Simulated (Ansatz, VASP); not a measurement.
**Sn2TeO2: VASP beside Ansatz**

```
CELL_PARAMETERS angstrom
8.38951 0.00000 0.00000
0.00000 8.38951 0.00000
0.00000 0.00000 3.26315
ATOMIC_POSITIONS crystal
Sn 0.66638 0.16638 0.50000
Sn 0.33362 0.83362 0.50000
Sn 0.16638 0.33362 0.50000
Sn 0.83362 0.66638 0.50000
Te 0.50000 0.50000 0.00000
Te 0.00000 0.00000 0.00000
O 0.21947 0.71947 0.00000
O 0.78053 0.28053 0.00000
O 0.71947 0.78053 0.00000
O 0.28053 0.21947 0.00000
```

Change from the starting cell: species swapped into the Er2InCu2 type (P4/mbm, No. 127).

Alike in both runs: functional PBE; k mesh 2 × 2 × 4; occupations gaussian, width 0.1 eV; no spin polarisation.

Ansatz relaxed the structure, and its values are those at the end. VASP's run is a single point on that final structure, the one shown.

|  | VASP | Ansatz |
| --- | --- | --- |
| version | VASP 6.6.1 | Ansatz 0.2.0 |
| potentials or method | VASP PAW PBE potentials, release 64 (Sn_d, Te, O), cutoff 520 eV | scalar-relativistic, plane waves, PAW |
| valence electrons in the cell | 92 | 112 |

VASP gave:

```
gap on the k mesh at the Fermi level (eV) : none
pressure (GPa)                            : 0.4
rms of the force components (eV/Å)        : 0.042
```

**Question.** Which values does Ansatz return?

**Answer.** gap on the k mesh at the Fermi level (eV): none; pressure (GPa): 0.3; rms of the force components (eV/Å): 0.007.

A gap of «none» marks a metal or a gap that the smearing closes. VASP's potentials hold 92 valence electrons a cell and Ansatz's 112, so a difference there can come from the potentials and not from the codes.

The k mesh is coarse, so the values compare programs but aren't converged. Spin-orbit coupling is off throughout.
